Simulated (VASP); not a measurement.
# KCl (Fm-3m) in VASP: elastic constants with PBEsol

Aim: the elastic constants of KCl with PBEsol.

Program: VASP 6.6.1. These are calculated values, not measurements. Logs are shortened: lines on timing, memory, paths and dates and some standing lists are left out, and cuts for length are marked.

## (1) The cell of the first run

Symmetry: Fm-3m, No. 225, cubic system. The conventional cell has a = 6.243 Å, b = 6.243 Å, c = 6.243 Å, α = 90.00°, β = 90.00°, γ = 90.00°. K (site symmetry m-3m) has 6 Cl at 3.12 Å within 4.1 Å. Cl (site symmetry m-3m) has 6 K at 3.12 Å within 4.1 Å.

## (2) Elastic constants, PBEsol

Contents of INCAR:

```
SYSTEM = KCl
PREC = Accurate
ENCUT = 600
EDIFF = 1E-8
ISMEAR = 0
SIGMA = 0.01
LREAL = .False.
LASPH = .True.
NELM = 100
ALGO = Normal
ISIF = 3
LWAVE = .False.
LCHARG = .False.
GGA = PS
IBRION = 6
NFREE = 2
POTIM = 0.015
NSW = 1
```

Contents of KPOINTS:

```
regular mesh
0
Gamma
  8 8 8
  0 0 0
```

Contents of POSCAR:

```
KCl
1.0
    0.0000000000      3.1212780665      3.1212780665
    3.1212780665      0.0000000000      3.1212780665
    3.1212780665      3.1212780665      0.0000000000
K Cl
1 1
Direct
    0.0000000000      0.0000000000      0.0000000000
    0.5000000000      0.5000000000      0.5000000000
```

Potentials or basis: VASP PAW PBE potentials, release 64 (K_sv, Cl).

Run with:

```bash
cat potpaw_PBE.64/K_sv/POTCAR potpaw_PBE.64/Cl/POTCAR > POTCAR
mpirun -np 1 vasp_std > vasp.out
```

OUTCAR:

```text
SYSTEM = KCl
   PREC = Accurate
   ENCUT = 600
   EDIFF = 1E-8
   ISMEAR = 0
   LREAL = .False.
   LASPH = .True.
   NELM = 100
   ISIF = 3
   GGA = PS
   IBRION = 6
   NFREE = 2
   POTIM = 0.015
   NSW = 1

 ion  position               nearest neighbor table
   1  0.000  0.000  0.000-   2 3.12   2 3.12   2 3.12   2 3.12   2 3.12   2 3.12
   2  0.500  0.500  0.500-   1 3.12   1 3.12   1 3.12   1 3.12   1 3.12   1 3.12

  LATTYP: Found a face centered cubic cell.
 ALAT       =     6.2425561330

  Lattice vectors:

 A1 = (   0.0000000000,   3.1212780665,   3.1212780665)
 A2 = (   3.1212780665,   0.0000000000,   3.1212780665)
 A3 = (   3.1212780665,   3.1212780665,   0.0000000000)

Analysis of symmetry for initial positions (statically):
=====================================================================
 Subroutine PRICEL returns:
 Original cell was already a primitive cell.

 Routine SETGRP: Setting up the symmetry group for a
 face centered cubic supercell.

 Subroutine GETGRP returns: Found 48 space group operations
 (whereof 48 operations were pure point group operations)
 out of a pool of 48 trial point group operations.

The static configuration has the point symmetry O_h .

Analysis of symmetry for dynamics (positions and initial velocities):
=====================================================================
 Subroutine PRICEL returns:
 Original cell was already a primitive cell.

 Routine SETGRP: Setting up the symmetry group for a
 face centered cubic supercell.

 Subroutine GETGRP returns: Found 48 space group operations
 (whereof 48 operations were pure point group operations)
 out of a pool of 48 trial point group operations.

The dynamic configuration has the point symmetry O_h .

 Subroutine INISYM returns: Found 48 space group operations
[... 692 lines left out ...]
      1     -28.7811      2.00000
      2     -14.0282      2.00000
      3     -12.3854      2.00000
      4     -12.3605      2.00000
      5     -12.1672      2.00000
      6      -2.7084      2.00000
      7      -2.2393      2.00000
      8      -2.1671      2.00000
      9       5.9489      0.00000
     10       6.4731      0.00000
     11       8.2782      0.00000
     12       8.3657      0.00000

 [... further k-points ...]

------------------------ aborting loop because EDIFF is reached ----------------------------------------

  FORCE on cell =-STRESS in cart. coord.  units (eV):
  Direction    XX          YY          ZZ          XY          YZ          ZX
  --------------------------------------------------------------------------------------
  -------------------------------------------------------------------------------------
  Total        0.0363199      0.0339150      0.0339150      0.0000000      0.0000000     -0.0000000
  in kB        0.9568137      0.8934597      0.8934597      0.0000000      0.0000000     -0.0000000
  external PRESSURE =       0.9145777 kB  Pullay stress =       0.0000000 kB
[... 17 lines left out ...]
  FREE ENERGIE OF THE ION-ELECTRON SYSTEM (eV)
  ---------------------------------------------------
  free  energy   TOTEN  =        -7.0231016280 eV

  energy  without entropy=       -7.0231016280  energy(sigma->0) =       -7.02310163

 INTERNAL STRAIN TENSORS FROM STRAINED CELLS
 ============================================

 INTERNAL STRAIN TENSOR FOR ION    1 for displacements in x,y,z  (eV/Angst):
          X           Y           Z          XY          YZ          ZX
  --------------------------------------------------------------------------------
  x     0.00000    -0.00000    -0.00000     0.00000    -0.00000    -0.00000
  y     0.00000     0.00000     0.00000    -0.00000     0.00000    -0.00000
  z     0.00000     0.00000     0.00000     0.00000     0.00000    -0.00000

 INTERNAL STRAIN TENSORS FROM DISPLACED ATOMS
 ============================================

 INTERNAL STRAIN TENSOR FOR ION    1 for displacements in x,y,z  (eV/Angst):
          X           Y           Z          XY          YZ          ZX
  --------------------------------------------------------------------------------
  x     0.00000     0.00000     0.00000     0.00000     0.00000     0.00000
  y     0.00000     0.00000     0.00000     0.00000     0.00000     0.00000
  z     0.00000     0.00000     0.00000     0.00000     0.00000     0.00000

 INTERNAL STRAIN TENSOR FOR ION    2 for displacements in x,y,z  (eV/Angst):
          X           Y           Z          XY          YZ          ZX
  --------------------------------------------------------------------------------
  x     0.00000     0.00000     0.00000     0.00000     0.00000     0.00000
  y     0.00000     0.00000     0.00000     0.00000     0.00000     0.00000
  z     0.00000     0.00000     0.00000     0.00000     0.00000     0.00000

 Eigenvectors and eigenvalues of the dynamical matrix
 ----------------------------------------------------

   1 f  =    4.203606 THz    26.412038 2PiTHz  140.217217 cm-1    17.384711 meV
             X         Y         Z           dx          dy          dz
      0.000000  0.000000  0.000000    -0.688885   -0.000000   -0.000000
      3.121278  3.121278  3.121278     0.724871   -0.000000    0.000000
[... 21 lines left out ...]
   6 f/i=    0.004173 THz     0.026217 2PiTHz    0.139180 cm-1     0.017256 meV
             X         Y         Z           dx          dy          dz
      0.000000  0.000000  0.000000    -0.178810    0.215229    0.668686
      3.121278  3.121278  3.121278    -0.169933    0.204544    0.635489

--------------------------------------------------------------------------------------------------------

 ELASTIC MODULI CONTR FROM IONIC RELAXATION (kBar)
 Direction    XX          YY          ZZ          XY          YZ          ZX
 --------------------------------------------------------------------------------
 XX           0.0000      0.0000      0.0000      0.0000      0.0000      0.0000
 YY           0.0000      0.0000      0.0000      0.0000      0.0000      0.0000
 ZZ           0.0000      0.0000      0.0000      0.0000      0.0000      0.0000
 XY           0.0000      0.0000      0.0000      0.0000      0.0000      0.0000
 YZ           0.0000      0.0000      0.0000      0.0000      0.0000      0.0000
 ZX           0.0000      0.0000      0.0000      0.0000      0.0000      0.0000
 --------------------------------------------------------------------------------

 TOTAL ELASTIC MODULI (kBar)
 Direction    XX          YY          ZZ          XY          YZ          ZX
 --------------------------------------------------------------------------------
 XX         444.5313     62.0721     62.0721     -0.0000     -0.0000      0.0000
 YY          62.0721    444.5313     62.0721      0.0000     -0.0000      0.0000
 ZZ          62.0721     62.0721    444.5313     -0.0000     -0.0000      0.0000
 XY          -0.0000      0.0000     -0.0000     64.2922      0.0000      0.0000
 YZ          -0.0000     -0.0000     -0.0000      0.0000     64.2922      0.0000
 ZX           0.0000      0.0000      0.0000      0.0000      0.0000     64.2922
 --------------------------------------------------------------------------------
```

OSZICAR:

```text
N       E                     dE             d eps       ncg     rms          rms(c)
DAV:   1     0.119953282267E+03    0.11995E+03   -0.80987E+03   696   0.136E+03
DAV:   2     0.102477902747E+01   -0.11893E+03   -0.11097E+03   876   0.294E+02
DAV:   3    -0.697950723431E+01   -0.80043E+01   -0.79542E+01   904   0.697E+01
DAV:   4    -0.726465078262E+01   -0.28514E+00   -0.28477E+00  1168   0.126E+01
[... 211 lines left out ...]
DAV:   7    -0.702310146240E+01    0.59803E-05   -0.42596E-05  1688   0.389E-02    0.206E-02
DAV:   8    -0.702310184340E+01   -0.38101E-06   -0.42157E-06  1780   0.138E-02    0.213E-02
DAV:   9    -0.702310181276E+01    0.30643E-07   -0.62722E-08  1800   0.216E-03    0.162E-02
DAV:  10    -0.702310163546E+01    0.17730E-06   -0.31555E-07  1772   0.359E-03    0.848E-03
DAV:  11    -0.702310162796E+01    0.74999E-08   -0.63575E-08  1648   0.155E-03
  17 F= -.70231016E+01 E0= -.70231016E+01  d E =-.773701E-16
```

stdout:

```text
POSCAR found type information on POSCAR K Cl
 POSCAR found :  2 types and       2 ions
 scaLAPACK will be used
 -----------------------------------------------------------------------------
|                                                                             |
|                                                                             |
|     You enforced a specific xc type in the INCAR file but a different       |
|     I HOPE YOU KNOW WHAT YOU ARE DOING!                                     |
|                                                                             |
[... 33 lines left out ...]
 Finite differences progress:
 bond charge predicted
 Finite differences progress:
 bond charge predicted
 Finite differences progress:
 bond charge predicted
 Finite differences progress:
 bond charge predicted
 Finite differences progress:
 bond charge predicted
 Finite differences progress:
```

It took 6.1 min on 1 thread of Intel Xeon 6975P-C (Granite Rapids), shared host; peak memory 0.39 GiB.

Results:

```yaml
Elastic_constants_C11_C12_C44: 44, 6, 6 GPa
Voigt_bulk_modulus: 19 GPa
Highest_phonon_frequency_at_Γ_LO-TO_splitting_left_out: 140 cm⁻¹
```

Phonon frequencies in cm⁻¹ (negative: imaginary):
```
              q point        frequencies
(0.000, 0.000, 0.000)  0 0 0 140 140 140
```

Elastic tensor in Voigt notation (GPa, in the Cartesian axes of the cell as first typed):
```
44  6  6  0  0  0
 6 44  6  0  0  0
 6  6 44  0  0  0
 0  0  0  6  0  0
 0  0  0  0  6  0
 0  0  0  0  0  6
```

Clamped-ion elastic tensor (GPa):
```
44  6  6  0  0  0
 6 44  6  0  0  0
 6  6 44  0  0  0
 0  0  0  6  0  0
 0  0  0  0  6  0
 0  0  0  0  0  6
```

Caveat: the PAW data sets were made with another functional, which shifts forces and pressure a little.
